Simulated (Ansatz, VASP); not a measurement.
# Pd in VASP and in Ansatz

```
Pd
1.0
     0.00000    2.80734    2.80734
     2.80734    0.00000    2.80734
     2.80734    2.80734    0.00000
Pd
2
Direct
  0.12500 0.12500 0.12500
  0.87500 0.87500 0.87500
```

Alike in both runs: task single point; functional LDA; k mesh 11 × 11 × 11; occupations fermi-dirac, width 0.05 eV; collinear spin.

|  | VASP | Ansatz |
| --- | --- | --- |
| version | VASP 6.6.1 | Ansatz 0.2.0 |
| potentials or method | VASP PAW LDA potentials, release 64 (Pd), cutoff 520 eV | plane waves (420 eV) with PAW, scalar-relativistic |
| valence electrons in the cell | 20 | 36 |

```csv
,VASP,Ansatz,Ansatz less VASP
pressure (GPa),-0.2,0.1,+0.26
net moment per atom (μB),0.42,0.46,+0.038
size of the moment on the site where the two differ most (μB),0.40,0.43,+0.027
```

Ansatz warns that its potentials were made for another functional, while VASP's fit it. LDA's correlation is that of Perdew and Zunger in VASP and of Perdew and Wang (1992) in Ansatz. Site moments also hang on the region over which each program counts them. VASP's potentials hold 20 valence electrons a cell and Ansatz's 36, so a difference there can come from the potentials and not from the codes.
